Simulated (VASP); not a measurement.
# I2O3 (Pn-3m) in VASP: single point with PBE

Aim: the single point of I2O3 with PBE.

Program: VASP 6.6.1. These are calculated values, not measurements. Logs are shortened: lines on timing, memory, paths and dates and some standing lists are left out, and cuts for length are marked.

### Step 1. The cell of the first run

The structure is cubic, space group Pn-3m (No. 224). Conventional cell: a = 5.623 Å, b = 5.623 Å, c = 5.623 Å, α = 90.00°, β = 90.00°, γ = 90.00°. I (site symmetry -3m) has 6 O at 2.43 Å within 3.2 Å. Within 3.2 Å of O (site symmetry -42m) lie 4 I at 2.43 Å and 4 O at 2.81 Å.

### Step 2. Single point, PBE

Input file INCAR:

```
PREC = Accurate
ENCUT = 520
EDIFF = 1E-6
ISMEAR = -1
SIGMA = 0.06122561905347299
LREAL = F
LASPH = T
NELM = 100
ALGO = Normal
ISIF = 2
LWAVE = F
LCHARG = F
GGA = PE
NBANDS = 43
```

Input file KPOINTS:

```
regular mesh
0
Gamma
  10 10 10
```

Input file POSCAR:

```
I2O3
1.0
    5.6230025641      0.0000000000      0.0000000000
    0.0000000000      5.6230025641      0.0000000000
    0.0000000000      0.0000000000      5.6230025641
I O
4 6
Direct
    0.2500000000      0.2500000000      0.2500000000
    0.7500000000      0.7500000000      0.2500000000
    0.7500000000      0.2500000000      0.7500000000
    0.2500000000      0.7500000000      0.7500000000
    0.5000000000      0.0000000000      0.0000000000
    0.0000000000      0.5000000000      0.0000000000
    0.0000000000      0.0000000000      0.5000000000
    0.5000000000      0.5000000000      0.0000000000
    0.5000000000      0.0000000000      0.5000000000
    0.0000000000      0.5000000000      0.5000000000
```

Potentials or basis: VASP PAW PBE potentials, release 64 (I, O).

Started as:

```
$ cat potpaw_PBE.64/I/POTCAR potpaw_PBE.64/O/POTCAR > POTCAR
$ mpirun -np 1 vasp_std > vasp.out
```

OUTCAR:

```text
PREC = Accurate
   ENCUT = 520
   EDIFF = 1E-6
   ISMEAR = -1
   LREAL = F
   LASPH = T
   NELM = 100
   ISIF = 2
   GGA = PE

 ion  position               nearest neighbor table
   1  0.250  0.250  0.250-   5 2.43   6 2.43   7 2.43   8 2.43   9 2.43  10 2.43
   2  0.750  0.750  0.250-   5 2.43   6 2.43   7 2.43   8 2.43   9 2.43  10 2.43
   3  0.750  0.250  0.750-   5 2.43   6 2.43   7 2.43   8 2.43   9 2.43  10 2.43
   4  0.250  0.750  0.750-   5 2.43   6 2.43   7 2.43   8 2.43   9 2.43  10 2.43
   5  0.500  0.000  0.000-   1 2.43   2 2.43   3 2.43   4 2.43
   6  0.000  0.500  0.000-   1 2.43   2 2.43   3 2.43   4 2.43
   7  0.000  0.000  0.500-   1 2.43   2 2.43   3 2.43   4 2.43
   8  0.500  0.500  0.000-   1 2.43   2 2.43   3 2.43   4 2.43
   9  0.500  0.000  0.500-   1 2.43   2 2.43   3 2.43   4 2.43
  10  0.000  0.500  0.500-   1 2.43   2 2.43   3 2.43   4 2.43

  LATTYP: Found a simple cubic cell.
 ALAT       =     5.6230025641

  Lattice vectors:

 A1 = (   5.6230025641,   0.0000000000,   0.0000000000)
 A2 = (   0.0000000000,   5.6230025641,   0.0000000000)
 A3 = (   0.0000000000,   0.0000000000,   5.6230025641)

Analysis of symmetry for initial positions (statically):
=====================================================================
 Subroutine PRICEL returns:
 Original cell was already a primitive cell.

 Routine SETGRP: Setting up the symmetry group for a
 simple cubic supercell.

 Subroutine GETGRP returns: Found 48 space group operations
 (whereof 24 operations were pure point group operations)
 out of a pool of 48 trial point group operations.

The static configuration has the point symmetry T_d .
 The point group associated with its full space group is O_h .

Analysis of symmetry for dynamics (positions and initial velocities):
=====================================================================
 Subroutine PRICEL returns:
 Original cell was already a primitive cell.

 Routine SETGRP: Setting up the symmetry group for a
 simple cubic supercell.

 Subroutine GETGRP returns: Found 48 space group operations
 (whereof 24 operations were pure point group operations)
 out of a pool of 48 trial point group operations.

The dynamic configuration has the point symmetry T_d .
 The point group associated with its full space group is O_h .

 Subroutine INISYM returns: Found 48 space group operations
 (whereof 24 operations are pure point group operations),
 and found     1 'primitive' translations

----------------------------------------------------------------------------------------

                                     Primitive cell

  volume of cell :     177.7890

  direct lattice vectors                    reciprocal lattice vectors
     5.623002564  0.000000000  0.000000000     0.177840929  0.000000000  0.000000000
     0.000000000  5.623002564  0.000000000     0.000000000  0.177840929  0.000000000
     0.000000000  0.000000000  5.623002564     0.000000000  0.000000000  0.177840929

  length of vectors
     5.623002564  5.623002564  5.623002564     0.177840929  0.177840929  0.177840929

  position of ions in fractional coordinates (direct lattice)
     0.250000000  0.250000000  0.250000000
     0.750000000  0.750000000  0.250000000
     0.750000000  0.250000000  0.750000000
     0.250000000  0.750000000  0.750000000
     0.500000000  0.000000000  0.000000000
     0.000000000  0.500000000  0.000000000
     0.000000000  0.000000000  0.500000000
     0.500000000  0.500000000  0.000000000
     0.500000000  0.000000000  0.500000000
     0.000000000  0.500000000  0.500000000

  ion indices of the primitive-cell ions
   primitive index   ion index
                 1           1
                 2           2
                 3           3
                 4           4
                 5           5
                 6           6
                 7           7
                 8           8
                 9           9
                10          10

----------------------------------------------------------------------------------------

 KPOINTS: regular mesh

Automatic generation of k-mesh.
 Grid dimensions read from file:
 generate k-points for:   10   10   10

 Generating k-lattice:

  Cartesian coordinates                     Fractional coordinates (reciprocal lattice)
     0.017784093  0.000000000  0.000000000     0.100000000  0.000000000  0.000000000
     0.000000000  0.017784093  0.000000000     0.000000000  0.100000000  0.000000000
     0.000000000  0.000000000  0.017784093     0.000000000  0.000000000  0.100000000

  Length of vectors
     0.017784093  0.017784093  0.017784093

  Shift w.r.t. Gamma in fractional coordinates (k-lattice)
     0.000000000  0.000000000  0.000000000

 Subroutine IBZKPT returns following result:
 ===========================================

 Found     56 irreducible k-points:

 Following reciprocal coordinates:
            Coordinates               Weight
  0.000000  0.000000  0.000000      1.000000
  0.100000  0.000000  0.000000      6.000000
  0.200000  0.000000  0.000000      6.000000
  0.300000  0.000000  0.000000      6.000000
  0.400000  0.000000  0.000000      6.000000
  0.500000  0.000000  0.000000      3.000000
[... 16 lines left out ...]
  0.200000  0.100000  0.100000     24.000000
  0.300000  0.100000  0.100000     24.000000
 [... further k-points ...]
   k-points           NKPTS =     56   k-points in BZ     NKDIM =     56   number of bands    NBANDS=     43
   number of dos      NEDOS =    301   number of ions     NIONS =     10
   total plane-waves  NPLWV =  74088
   dimension x,y,z NGX =    42 NGY =   42 NGZ =   42
   dimension x,y,z NGXF=    84 NGYF=   84 NGZF=   84
   ions per type =               4   6
   NGX,Y,Z   is equivalent  to a cutoff of  12.42, 12.42, 12.42 a.u.
   NGXF,Y,Z  is equivalent  to a cutoff of  24.83, 24.83, 24.83 a.u.
 SYSTEM =  unknown system
   PREC   = accura    normal or accurate (medium, high low for compatibility)
   ISTART =      0    job   : 0-new  1-cont  2-samecut
   ICHARG =      2    charge: 1-file 2-atom 10-const
   ISPIN  =      1    spin polarized calculation?
   LNONCOLLINEAR =      F non collinear calculations
   LSORBIT =      F    spin-orbit coupling
   LASPH  =      T    aspherical Exc in radial PAW
   ENCUT  =  520.0 eV  38.22 Ry    6.18 a.u.  10.46 10.46 10.46*2*pi/ulx,y,z
   NELM   =    100;   NELMIN=  2; NELMDL= -5     # of ELM steps
   EDIFF  = 0.1E-05   stopping-criterion for ELM
   LREAL  =      F    real-space projection
   EDIFFG = 0.1E-04   stopping-criterion for IOM
   NSW    =      0    number of steps for IOM
   IBRION =     -1    ionic relax: 0-MD 1-quasi-New 2-CG
   NFREE  =      0    steps in history (QN), initial steepest desc. (CG)
   ISIF   =      2    stress and relaxation
   ISYM   =      2    0-nonsym 1-usesym 2-fastsym
   POTIM  = 0.5000    time-step for ionic-motion
   TEBEG  =    0.0;   TEEND  =   0.0 temperature during run
   PSTRESS=    0.0 pullay stress
   NELECT =      64.0000    total number of electrons
   NUPDOWN=      -1.0000    fix difference up-down
   EMIN   =  10.00;   EMAX   =-10.00  energy-range for DOS
   EFERMI =   0.00;   METHOD = LEGACY
   ISMEAR =    -1;   SIGMA  =   0.06  broadening in eV -4-tet -1-fermi 0-gaus
   EFERMI_NEDOS =   21; number of points for ismear=-14 and -15
   IALGO  =     38    algorithm
   IMIX   =      4    mixing-type and parameters
     AMIX     =   0.40;   BMIX     =  1.00
     AMIX_MAG =   1.60;   BMIX_MAG =  1.00
  volume/ion in A,a.u.               =      17.78       119.98
  Fermi-wavevector in a.u.,A,eV,Ry     =   1.164573  2.200723 18.452618  1.356229
  Thomas-Fermi vector in A             =   2.301109
   LORBIT       =      0    0 simple, 1 ext, 2 COOP (PROOUT), +10 PAW based schemes
   GGA     = PE    functional components
   LHFCALC =     F    Hartree Fock is set to
   AEXX    =    0.0000 exact exchange contribution
   IVDW    =     0    specifies the selected vdW correction
   LEPSILON=     F    determine dielectric tensor
   LRPA    =     F    only Hartree local field effects (RPA)
 non-spin polarized calculation
  energy-cutoff  :      520.00
  volume of cell :      177.79
 maximum number of plane-waves:      4828
 NGX is ok and might be reduce to    42
   NGX = 21   NGY = 21   NGZ = 21

 number of electron      63.9999973 magnetization

 Free energy of the ion-electron system (eV)
  ---------------------------------------------------
  ext. energy  EPLUGINS =         0.00000000
  ---------------------------------------------------
  free energy    TOTEN  =       -32.52226521 eV

  energy without entropy =      -32.46142125  energy(sigma->0) =      -32.49184323

 E-fermi :   5.4705     XC(G=0):  -9.7797

 val. band max:        5.4666681766   @ k =   0.5000   0.3000   0.2000
 cond. band min:       5.4714948713   @ k =   0.5000   0.1000   0.1000
 fundamental gap:      0.0048266947
 Fermi energy:         5.4704707592

 k-point     1 :       0.0000    0.0000    0.0000
  band No.  band energies     occupation
      1     -13.9832      2.00000
      2     -12.8126      2.00000
      3     -12.8126      2.00000
      4     -12.0347      2.00000
      5     -12.0347      2.00000
      6     -11.9250      2.00000
[... 35 lines left out ...]
     42      11.2651      0.00000
     43      11.2651      0.00000

 k-point     2 :       0.1000    0.0000    0.0000
  band No.  band energies     occupation
      1     -13.9599      2.00000
      2     -12.8461      2.00000
      3     -12.7957      2.00000
      4     -12.0569      2.00000
      5     -12.0350      2.00000
      6     -11.9370      2.00000
[... 1004 lines left out ...]
 k-point    24 :       0.3000    0.1000    0.1000
  band No.  band energies     occupation
      1     -13.7369      2.00000
      2     -13.0689      2.00000
      3     -12.7052      2.00000
      4     -12.2327      2.00000
      5     -12.0677      2.00000
      6     -12.0234      2.00000
[... 35 lines left out ...]
     42      11.7383      0.00000
     43      11.7995      0.00000

 [... further k-points ...]

------------------------ aborting loop because EDIFF is reached ----------------------------------------

  FORCE on cell =-STRESS in cart. coord.  units (eV):
  Direction    XX          YY          ZZ          XY          YZ          ZX
  --------------------------------------------------------------------------------------
  -------------------------------------------------------------------------------------
  Total       -5.6345851     -5.6345851     -5.6345851     -0.0000000     -0.0000000      0.0000000
  in kB      -50.7770748    -50.7770748    -50.7770748     -0.0000000     -0.0000000      0.0000000
  external PRESSURE =     -50.7770748 kB  Pullay stress =       0.0000000 kB

 VOLUME and BASIS-vectors are now :
 -----------------------------------------------------------------------------
  energy-cutoff  :      520.00
  volume of cell :      177.79
      direct lattice vectors                 reciprocal lattice vectors
     5.623002564  0.000000000  0.000000000     0.177840929  0.000000000  0.000000000
     0.000000000  5.623002564  0.000000000     0.000000000  0.177840929  0.000000000
     0.000000000  0.000000000  5.623002564     0.000000000  0.000000000  0.177840929

 POSITION                                       TOTAL-FORCE (eV/Angst)
 -----------------------------------------------------------------------------------
      1.40575      1.40575      1.40575         0.000000      0.000000     -0.000000
      4.21725      4.21725      1.40575         0.000000      0.000000     -0.000000
      4.21725      1.40575      4.21725        -0.000000     -0.000000     -0.000000
      1.40575      4.21725      4.21725        -0.000000     -0.000000     -0.000000
      2.81150      0.00000      0.00000         0.000000     -0.000000     -0.000000
      0.00000      2.81150      0.00000        -0.000000     -0.000000      0.000000
      0.00000      0.00000      2.81150        -0.000000     -0.000000      0.000000
      2.81150      2.81150      0.00000         0.000000      0.000000     -0.000000
      2.81150      0.00000      2.81150         0.000000      0.000000      0.000000
      0.00000      2.81150      2.81150         0.000000      0.000000      0.000000
 -----------------------------------------------------------------------------------
    total drift:                               -0.000000      0.000000     -0.000000

  FREE ENERGIE OF THE ION-ELECTRON SYSTEM (eV)
  ---------------------------------------------------
  free  energy   TOTEN  =       -32.5222652059 eV

  energy  without entropy=      -32.4614212515  energy(sigma->0) =      -32.49184323
```

Run time: 6.9 min. Hardware: 1 thread of Oxide Virtual Turin-like, shared host; peak memory 0.41 GiB.

What came out:

- Free energy: -32.5223 eV
- Pressure: -5.1 GPa
- Band gap on the k mesh: zero (band 32 reaches 5.91 eV, above the bottom of band 33 at 5.11 eV)

Caveat: spin-orbit coupling is left out, which moves the levels of the heavy elements.
